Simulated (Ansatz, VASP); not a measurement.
# One calculation of Au, two programs

```
CELL_PARAMETERS angstrom
0.00000 2.07173 2.07173
2.07173 0.00000 2.07173
2.07173 2.07173 0.00000
ATOMIC_POSITIONS crystal
Au 0.00000 0.00000 0.00000
```

Alike in both runs: functional PBE; k mesh 17 × 17 × 17; occupations fermi-dirac, width 0.05 eV; non-collinear spin, spin-orbit coupling.

Ansatz relaxed the structure, and its values are those at the end. VASP's run is a single point on that final structure, the one shown.

|  | VASP | Ansatz |
| --- | --- | --- |
| version | VASP 6.6.1 | Ansatz 0.2.0 |
| potentials or method | VASP PAW PBE potentials, release 64 (Au), cutoff 520 eV | all-electron LAPW |

VASP gave:

- pressure (GPa): 0.1
- net moment per atom (μB): 0.00

Problem. What did Ansatz give for the same quantities?

Solution. Pressure (GPa): 0.0; net moment per atom (μB): 0.00.

Ansatz ran all-electron here, and VASP with PAW potentials.
